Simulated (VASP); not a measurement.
# Si8HO16 (a cell with a defect) in VASP: further runs

Runs on Si8HO16 (a cell with a defect). Level: PBE+D3(BJ). Tasks: single point.

Everything below comes from runs of VASP 6.6.1. Logs are shortened: lines on timing, memory, paths and dates and some standing lists are left out, and cuts for length are marked.

**1. The cell of the first run**

The cell holds a defect, 25 atoms: a = 5.833 Å, b = 5.833 Å, c = 5.295 Å, α = 90.00°, β = 90.00°, γ = 90.00°.

**2. Single point, PBE+D3(BJ), collinear spin, ferromagnetic start**

File INCAR:

```
PREC = Accurate ; ENCUT = 520
EDIFF = 1E-7 ; ISMEAR = -1
SIGMA = 0.05 ; LREAL = Auto
LASPH = True ; NELM = 150
ALGO = Normal ; ISIF = 2
LWAVE = False ; LCHARG = True
ISPIN = 2 ; MAGMOM = 0 0 0 0 0 0 0 0 0 0 0 0 0 0 0 0 0 0 0 0 0 0 0 0 1
LORBIT = 11 ; GGA = PE
IVDW = 12 ; LELF = True
LVHAR = True ; NBANDS = 86
```

File KPOINTS:

```
Automatic mesh
0
Gamma
  2 2 2
```

File POSCAR:

```
Si8HO16
1.0
   -4.1246000000     -4.1246000000      0.0000000000
    4.1246000000     -4.1246000000      0.0000000000
    0.0000000000      0.0000000000      5.2948000000
Si O H
8 16 1
Direct
    0.4797434903      0.5068249042     -0.0255344867
   -0.0277360229      0.4769432187      0.2377049180
    0.4780706008      0.4977816031      0.4668731586
   -0.0081947340      0.4763128546      0.7430686711
    0.0078795520     -0.0122921011     -0.0222482436
    0.5040125103      0.0078431848      0.2448628843
   -0.0025578238     -0.0110434951      0.4811135454
    0.4983634777      0.0159894293      0.7219347284
    0.1814721428      0.4810405858     -0.0161101458
   -0.0108859041      0.1772777966      0.2180063458
    0.7868156912      0.4926538331     -0.0252323034
    0.0033821461      0.7946103865      0.2231623480
    0.1788294623      0.4849439946      0.4805847246
   -0.0299665422      0.1809872472      0.7237478281
    0.7940163895      0.4694030936      0.4769396389
    0.0310211899      0.8099573292      0.7316990255
    0.6828540949      0.0113223100     -0.0233625444
    0.5103282743      0.7089899627      0.2463738007
    0.3136667798      0.0244993454     -0.0030218327
    0.4874654512      0.3061145323      0.2400657249
    0.6939097125      0.0295786258      0.4766752285
    0.4602385686      0.7080929060      0.7424643046
    0.3071085681      0.0171168113      0.4780161668
    0.4956965524      0.3162367260      0.7383092846
    0.7557338893      0.7442903554      0.6388532145
```

Potentials or basis: VASP PAW PBE potentials, release 64 (Si, O, H).

On the command line:

```sh
$ cat potpaw_PBE.64/Si/POTCAR potpaw_PBE.64/O/POTCAR potpaw_PBE.64/H/POTCAR > POTCAR
$ mpirun -np 1 vasp_std > vasp.out
```

OUTCAR:

```text
PREC = Accurate
   ENCUT = 520
   EDIFF = 1E-7
   ISMEAR = -1
   LREAL = Auto
   LASPH = True
   NELM = 150
   ISIF = 2
   ISPIN = 2
   LORBIT = 11
   GGA = PE
   IVDW = 12
 IVDW          = 12

 ion  position               nearest neighbor table
   1  0.480  0.507  0.974-  24 1.68  22 1.70   9 1.75  11 1.79  20 1.83  18 1.87   3 2.61   3 2.69
                             4 3.10
   2  0.972  0.477  0.238-  15 1.64  10 1.75  13 1.76  11 1.77   9 1.82  12 1.86   4 2.62   4 2.68
                             7 3.13   3 3.13
   3  0.478  0.498  0.467-  20 1.64  18 1.71  13 1.75  24 1.79  15 1.85  22 1.91   1 2.61   1 2.69
                             6 3.09   8 3.12   2 3.13
   4  0.992  0.476  0.743-   9 1.69  11 1.72  14 1.73  13 1.77  15 1.82  16 1.96   2 2.62   2 2.68
                             1 3.10   5 3.11
   5  0.008  0.988  0.978-  16 1.67  10 1.69  12 1.72  14 1.77  19 1.80  17 1.90   7 2.63   7 2.67
                             4 3.11
   6  0.504  0.008  0.245-  21 1.66  23 1.69  19 1.72  20 1.74  18 1.74  17 1.76   8 2.53   8 2.77
                             3 3.09   7 3.14
   7  0.997  0.989  0.481-  16 1.70  14 1.71  10 1.77  12 1.78  21 1.79  23 1.81   5 2.63   5 2.67
                             2 3.13   6 3.14
   8  0.498  0.016  0.722-  23 1.71  17 1.73  21 1.73  24 1.75  19 1.81  22 1.81   6 2.53   6 2.77
                             3 3.12
   9  0.181  0.481  0.984-   4 1.69   1 1.75   2 1.82
  10  0.989  0.177  0.218-   5 1.69   2 1.75   7 1.77
  11  0.787  0.493  0.975-   4 1.72   2 1.77   1 1.79
  12  0.003  0.795  0.223-   5 1.72   7 1.78   2 1.86
  13  0.179  0.485  0.481-   3 1.75   2 1.76   4 1.77
  14  0.970  0.181  0.724-   7 1.71   4 1.73   5 1.77
[... 8 lines left out ...]
  23  0.307  0.017  0.478-   6 1.69   8 1.71   7 1.81
  24  0.496  0.316  0.738-   1 1.68   8 1.75   3 1.79
  25  0.756  0.744  0.639-

  LATTYP: Found a simple tetragonal cell.
 ALAT       =     5.8330652594
 C/A-ratio  =     0.9077217148

  Lattice vectors:

 A1 = (  -4.1246000000,  -4.1246000000,   0.0000000000)
 A2 = (   4.1246000000,  -4.1246000000,   0.0000000000)
 A3 = (   0.0000000000,   0.0000000000,   5.2948000000)

Analysis of symmetry for initial positions (statically):
=====================================================================
 Subroutine PRICEL returns:
 Original cell was already a primitive cell.

 Routine SETGRP: Setting up the symmetry group for a
 simple tetragonal supercell.

 Subroutine GETGRP returns: Found  1 space group operations
 (whereof  1 operations were pure point group operations)
 out of a pool of 16 trial point group operations.

The static configuration has the point symmetry C_1 .

Analysis of symmetry for dynamics (positions and initial velocities):
=====================================================================
 Subroutine PRICEL returns:
 Original cell was already a primitive cell.

 Routine SETGRP: Setting up the symmetry group for a
 simple tetragonal supercell.

 Subroutine GETGRP returns: Found  1 space group operations
 (whereof  1 operations were pure point group operations)
 out of a pool of 16 trial point group operations.

The dynamic configuration has the point symmetry C_1 .

Analysis of structural, dynamic, and magnetic symmetry:
=====================================================================
 Subroutine PRICEL returns:
 Original cell was already a primitive cell.

 Routine SETGRP: Setting up the symmetry group for a
 simple tetragonal supercell.

 Subroutine GETGRP returns: Found  1 space group operations
 (whereof  1 operations were pure point group operations)
 out of a pool of 16 trial point group operations.

The overall configuration has the point symmetry C_1 .

 Subroutine INISYM returns: Found  1 space group operations
 (whereof  1 operations are pure point group operations),
 and found     1 'primitive' translations

----------------------------------------------------------------------------------------

                                     Primitive cell

  volume of cell :     180.1537

  direct lattice vectors                    reciprocal lattice vectors
    -4.124600000 -4.124600000  0.000000000    -0.121223876 -0.121223876  0.000000000
     4.124600000 -4.124600000  0.000000000     0.121223876 -0.121223876  0.000000000
     0.000000000  0.000000000  5.294800000     0.000000000  0.000000000  0.188864546

  length of vectors
     5.833065259  5.833065259  5.294800000     0.171436450  0.171436450  0.188864546

  position of ions in fractional coordinates (direct lattice)
     0.479743490  0.506824904  0.974465513
     0.972263977  0.476943219  0.237704918
[... 72 lines left out ...]

 Subroutine IBZKPT returns following result:
 ===========================================

 Found      8 irreducible k-points:

 Following reciprocal coordinates:
            Coordinates               Weight
  0.000000  0.000000  0.000000      1.000000
  0.500000  0.000000  0.000000      1.000000
  0.000000  0.500000  0.000000      1.000000
  0.500000  0.500000  0.000000      1.000000
  0.000000  0.000000  0.500000      1.000000
  0.500000  0.000000  0.500000      1.000000
  0.000000  0.500000  0.500000      1.000000
  0.500000  0.500000  0.500000      1.000000
   k-points           NKPTS =      8   k-points in BZ     NKDIM =      8   number of bands    NBANDS=     86
   number of dos      NEDOS =    301   number of ions     NIONS =     25
   total plane-waves  NPLWV =  92160
   dimension x,y,z NGX =    48 NGY =   48 NGZ =   40
   dimension x,y,z NGXF=    96 NGYF=   96 NGZF=   80
   ions per type =               8  16   1
   NGX,Y,Z   is equivalent  to a cutoff of  13.68, 13.68, 12.56 a.u.
   NGXF,Y,Z  is equivalent  to a cutoff of  27.36, 27.36, 25.12 a.u.
 SYSTEM =  unknown system
   PREC   = accura    normal or accurate (medium, high low for compatibility)
   ISTART =      0    job   : 0-new  1-cont  2-samecut
   ICHARG =      2    charge: 1-file 2-atom 10-const
   ISPIN  =      2    spin polarized calculation?
   LNONCOLLINEAR =      F non collinear calculations
   LSORBIT =      F    spin-orbit coupling
   LASPH  =      T    aspherical Exc in radial PAW
   ENCUT  =  520.0 eV  38.22 Ry    6.18 a.u.  10.85 10.85  9.84*2*pi/ulx,y,z
   NELM   =    150;   NELMIN=  2; NELMDL= -5     # of ELM steps
   EDIFF  = 0.1E-06   stopping-criterion for ELM
   LREAL  =      T    real-space projection
   EDIFFG = 0.1E-05   stopping-criterion for IOM
   NSW    =      0    number of steps for IOM
   IBRION =     -1    ionic relax: 0-MD 1-quasi-New 2-CG
   NFREE  =      0    steps in history (QN), initial steepest desc. (CG)
   ISIF   =      2    stress and relaxation
   ISYM   =      2    0-nonsym 1-usesym 2-fastsym
   POTIM  = 0.5000    time-step for ionic-motion
   TEBEG  =    0.0;   TEEND  =   0.0 temperature during run
   PSTRESS=    0.0 pullay stress
   NELECT =     129.0000    total number of electrons
   NUPDOWN=      -1.0000    fix difference up-down
   EMIN   =  10.00;   EMAX   =-10.00  energy-range for DOS
   EFERMI =   0.00;   METHOD = LEGACY
   ISMEAR =    -1;   SIGMA  =   0.05  broadening in eV -4-tet -1-fermi 0-gaus
   EFERMI_NEDOS =   21; number of points for ismear=-14 and -15
   IALGO  =     38    algorithm
   IMIX   =      4    mixing-type and parameters
     AMIX     =   0.40;   BMIX     =  1.00
     AMIX_MAG =   1.60;   BMIX_MAG =  1.00
  volume/ion in A,a.u.               =       7.21        48.63
  Fermi-wavevector in a.u.,A,eV,Ry     =   1.464616  2.767722 29.185842  2.145099
  Thomas-Fermi vector in A             =   2.580570
   LORBIT       =     11    0 simple, 1 ext, 2 COOP (PROOUT), +10 PAW based schemes
   GGA     = PE    functional components
   LHFCALC =     F    Hartree Fock is set to
   AEXX    =    0.0000 exact exchange contribution
   IVDW    =    12    specifies the selected vdW correction
   LEPSILON=     F    determine dielectric tensor
   LRPA    =     F    only Hartree local field effects (RPA)
 spin polarized calculation
  energy-cutoff  :      520.00
  volume of cell :      180.15
 maximum number of plane-waves:      4880
 NGX is ok and might be reduce to    48
   NGX = 21   NGY = 21   NGZ = 19

 number of electron     128.9999989 magnetization       1.0000000

 Free energy of the ion-electron system (eV)
  ---------------------------------------------------
  ext. energy  EPLUGINS =         0.00000000
  ---------------------------------------------------
  free energy    TOTEN  =      -180.30724229 eV

  energy without entropy =     -180.30724227  energy(sigma->0) =     -180.30724228

 E-fermi :  12.9782     XC(G=0): -12.5315

 val. band max:       12.1517509052   @ k =   0.5000   0.5000   0.5000
 cond. band min:      13.8006480952   @ k =   0.0000   0.0000   0.0000
 fundamental gap:      1.6488971900
 Fermi energy:        12.9781511010

 spin component 1

 k-point     1 :       0.0000    0.0000    0.0000
  band No.  band energies     occupation
      1     -14.2619      1.00000
      2     -12.4811      1.00000
      3     -12.3720      1.00000
      4     -11.4970      1.00000
      5     -11.4022      1.00000
      6     -11.0812      1.00000
[... 621 lines left out ...]
     75      18.9934      0.00000
     76      19.2592      0.00000
 Fermi energy:        12.9781511010

 spin component 2

 k-point     1 :       0.0000    0.0000    0.0000
  band No.  band energies     occupation
      1     -14.2286      1.00000
      2     -12.4539      1.00000
      3     -12.3381      1.00000
      4     -11.4493      1.00000
      5     -11.3705      1.00000
      6     -11.0370      1.00000
[... 621 lines left out ...]
     75      19.0242      0.00000
     76      19.2790      0.00000
 [bands above 76 left out]

------------------------ aborting loop because EDIFF is reached ----------------------------------------

 Edisp (eV)   -6.23412

 E8    (eV) :    -2.1216

  FORCE on cell =-STRESS in cart. coord.  units (eV):
  Direction    XX          YY          ZZ          XY          YZ          ZX
  --------------------------------------------------------------------------------------
  -------------------------------------------------------------------------------------
  Total      28.66955    31.40033    29.09028    -0.02447    -1.90571     1.59628
  in kB     254.96952   279.25536   258.71122    -0.21758   -16.94823    14.19637
  external pressure =      264.31 kB  Pullay stress =        0.00 kB

 VOLUME and BASIS-vectors are now :
 -----------------------------------------------------------------------------
  energy-cutoff  :      520.00
  volume of cell :      180.15
      direct lattice vectors                 reciprocal lattice vectors
    -4.124600000 -4.124600000  0.000000000    -0.121223876 -0.121223876  0.000000000
     4.124600000 -4.124600000  0.000000000     0.121223876 -0.121223876  0.000000000
     0.000000000  0.000000000  5.294800000     0.000000000  0.000000000  0.188864546

 POSITION                                       TOTAL-FORCE (eV/Angst)
 -----------------------------------------------------------------------------------
      0.11170     -4.06920      5.15960        -0.344758     -0.629018      1.454178
     -2.04300     -5.97740      1.25860        -0.818832     -1.818265     -1.536193
      0.08130     -4.02500      2.47200         0.277810     -1.139996      3.238200
     -2.12620     -6.05540      3.93440         0.862639     -0.128641     -2.121530
      4.04140     -4.10640      5.17700         1.057042     -0.452577      0.432951
     -2.04650     -2.11120      1.29650         0.499784      0.299041     -3.939570
[... 17 lines left out ...]
     -0.74020     -3.34890      3.90920         0.313641      0.784340     -1.834903
     -0.04720     -6.18700      3.38260         0.284771      0.382525      0.045047
 -----------------------------------------------------------------------------------
    total drift:                                0.010315      0.001652      0.000230

  FREE ENERGIE OF THE ION-ELECTRON SYSTEM (eV)
  ---------------------------------------------------
  free  energy   TOTEN  =      -186.5413649113 eV

  energy  without entropy=     -186.5413648954  energy(sigma->0) =     -186.54136490

 total charge

# of ion       s       p       d       tot
------------------------------------------
    1        0.595   0.899   0.000   1.493
    2        0.599   0.911   0.000   1.511
    3        0.602   0.910   0.000   1.513
    4        0.596   0.894   0.000   1.490
    5        0.603   0.931   0.000   1.534
    6        0.609   0.979   0.000   1.588
[... 17 lines left out ...]
   24        1.557   3.751   0.000   5.307
   25        0.502   0.017   0.000   0.519
--------------------------------------------------
tot         30.218  66.872   0.000  97.090

 magnetization (x)

# of ion       s       p       d       tot
------------------------------------------
    1        0.000   0.001   0.000   0.001
    2        0.001   0.002   0.000   0.002
    3        0.000  -0.001   0.000  -0.001
    4       -0.001  -0.002   0.000  -0.003
    5        0.000   0.001   0.000   0.002
    6        0.000   0.001   0.000   0.002
[... 17 lines left out ...]
   24       -0.000  -0.000   0.000  -0.000
   25        0.359   0.002   0.000   0.361
--------------------------------------------------
tot          0.392   0.261   0.000   0.653
```

It took 5.2 min on 1 thread of AMD EPYC 9R45 (Zen 5), shared host; peak memory 0.42 GiB.

Results:

* Free energy: -186.5414 eV
* Pressure: 26.4 GPa
* Largest force: 3.982 eV/Å
* Band gap on the k mesh: 1.65 eV
* Net moment: 1.00 μB per cell
* Site moments: Si +0.00, -0.00; O +0.00, -0.00, +0.06, +0.09, +0.05, +0.07; H +0.36 μB
* Valence electrons inside the program's atomic spheres: Si 1.49, 1.51, 1.53, 1.59, 1.50; O 5.28, 5.31, 5.26, 5.24, 5.27, 5.25, 5.32, 5.22; H 0.52
* Dispersion energy per atom: -0.249 eV

Forces in eV/Å, atoms in the order of the input:
```
Si  -0.345 -0.629  1.454
Si  -0.819 -1.818 -1.536
Si   0.278 -1.140  3.238
Si   0.863 -0.129 -2.122
Si   1.057 -0.453  0.433
Si   0.500  0.299 -3.940
Si   0.132 -0.711 -1.632
Si  -0.072  0.665  3.523
O    0.369 -0.095  0.780
O    0.932 -1.128  1.464
O   -0.043 -0.925  0.887
O   -0.215  1.095  1.340
O   -0.020 -0.221  0.047
O   -0.683 -2.480  1.238
O    1.158  0.026  0.999
O   -1.902  1.790  0.145
O   -2.544 -0.855  0.401
O   -0.409  2.045 -1.182
O    1.049  2.606 -1.735
O    1.039 -1.345 -1.983
O   -1.090  0.518  0.482
O   -0.702  0.252 -1.311
O    0.870  1.464  0.800
O    0.314  0.784 -1.835
H    0.285  0.383  0.045
```

Stress tensor (GPa, compression positive):
```
25.50 -0.02  1.42
-0.02 27.93 -1.69
 1.42 -1.69 25.87
```

Levels at points of the mesh, in eV from the valence-band top:
Spin up:
| k point | band 63 | band 64 | band 65 | band 66 | band 67 | band 68 |
| --- | --- | --- | --- | --- | --- | --- |
| (0.00, 0.00, 0.00) | -4.02 | -3.34 | -0.59 | 2.73 | 3.04 | 3.77 |
| (0.50, 0.00, 0.00) | -4.16 | -4.04 | -0.28 | 3.20 | 3.95 | 4.11 |
| (0.00, 0.50, 0.00) | -4.24 | -3.86 | -0.48 | 3.20 | 3.57 | 3.72 |
| (0.50, 0.50, 0.00) | -4.24 | -4.07 | -0.14 | 3.86 | 4.15 | 4.32 |
| (0.00, 0.00, 0.50) | -4.27 | -3.88 | -0.59 | 3.99 | 4.34 | 4.65 |
| (0.50, 0.00, 0.50) | -4.09 | -3.98 | -0.20 | 4.24 | 4.65 | 4.92 |
| (0.00, 0.50, 0.50) | -4.26 | -3.83 | -0.37 | 4.12 | 4.41 | 4.74 |
| (0.50, 0.50, 0.50) | -4.50 | -4.22 | 0.00 | 4.71 | 5.20 | 5.32 |
Spin down:
| k point | band 62 | band 63 | band 64 | band 65 | band 66 | band 67 |
| --- | --- | --- | --- | --- | --- | --- |
| (0.00, 0.00, 0.00) | -4.12 | -3.98 | -3.31 | 1.65 | 2.97 | 3.16 |
| (0.50, 0.00, 0.00) | -4.52 | -4.12 | -4.01 | 2.04 | 3.25 | 3.99 |
| (0.00, 0.50, 0.00) | -4.47 | -4.21 | -3.83 | 1.91 | 3.22 | 3.63 |
| (0.50, 0.50, 0.00) | -4.50 | -4.18 | -4.04 | 2.19 | 3.94 | 4.18 |
| (0.00, 0.00, 0.50) | -4.42 | -4.23 | -3.84 | 1.95 | 4.02 | 4.37 |
| (0.50, 0.00, 0.50) | -4.41 | -4.07 | -3.95 | 2.28 | 4.32 | 4.67 |
| (0.00, 0.50, 0.50) | -4.43 | -4.23 | -3.81 | 2.15 | 4.16 | 4.44 |
| (0.50, 0.50, 0.50) | -4.75 | -4.47 | -4.20 | 2.46 | 4.79 | 5.22 |

Caveat: the k points lie up to 0.59 Å⁻¹ apart.

(Part 1 of 2 ends here.)
